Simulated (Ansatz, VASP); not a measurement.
## One calculation of Re, two programs

The input INCAR:

```
SYSTEM = Re
PREC = Accurate
ENCUT = 520
EDIFF = 1E-6
ISMEAR = -1
SIGMA = 0.1
LREAL = .False.
LASPH = .True.
NELM = 100
ALGO = Normal
ISIF = 2
LWAVE = .False.
LCHARG = .False.
GGA = B5
ALDAX = 1.0
AGGAX = 1.0
AGGAC = 1.0
ALDAC = 0.0
NBANDS = 18
```

Contents of KPOINTS:

```
regular mesh
0
Gamma
  9 9 13
  0 0 0
```

The input POSCAR:

```
Re
1.0
    4.6029593904      0.0000000000      0.0000000000
   -2.3014796952      3.9862797647      0.0000000000
    0.0000000000      0.0000000000      2.8946580370
Re
3
Direct
    1.0000000000      1.0000000000      1.0000000000
    0.3333333333      0.6666666667      0.5000000000
    0.6666666667      0.3333333333      0.5000000000
```

Input for Ansatz:

```yaml
crystal:
  lattice:
    - [4.6029593904, 0.0, 0.0]
    - [-2.3014796952, 3.9862797647, 0.0]
    - [0.0, 0.0, 2.894658037]
  atoms:
    - { symbol: Re, position: [1.0, 1.0, 1.0] }
    - { symbol: Re, position: [0.3333333333, 0.6666666667, 0.5] }
    - { symbol: Re, position: [0.6666666667, 0.3333333333, 0.5] }
hamiltonian:
  xc: blyp
  pseudopotentials:
    kind: paw
    azcp:
      Re: "pseudopotentials/Re.paw.azcp"
basis:
  ecutwfc: 420
  fft_grid_basis: typed
kpoints:
  mp_grid: { grid: [9, 9, 13], shift: [0, 0, 0] }
magnetization:
  spin_polarized: false
scf:
  occupations: { method: fermi_dirac, width: 0.1 }
  lower_state_search: "off"
output:
  stress: true
  write_density: true
  write_potential: true
  elf: true
  volumetric_format: npy
```

Alike in both runs: task single point; functional BLYP; k mesh 9 × 9 × 13; occupations fermi-dirac, width 0.1 eV; no spin polarisation.

|  | VASP | Ansatz |
| --- | --- | --- |
| version | VASP 6.6.1 | Ansatz 0.2.0 |
| potentials or method | VASP PAW PBE potentials, release 64 (Re), cutoff 520 eV | plane waves (420 eV) with PAW, scalar-relativistic |
| valence electrons in the cell | 21 | 45 |

```tsv
	VASP	Ansatz	Ansatz less VASP
pressure (GPa)	-26.3	-26.9	-0.62
traceless stress, the component that is largest in VASP (GPa)	2.36	2.21	-0.152
```

VASP's potentials were made for PBE, not for BLYP. VASP's potentials hold 21 valence electrons a cell and Ansatz's 45, so a difference there can come from the potentials and not from the codes.

Neither program's run includes spin-orbit coupling.
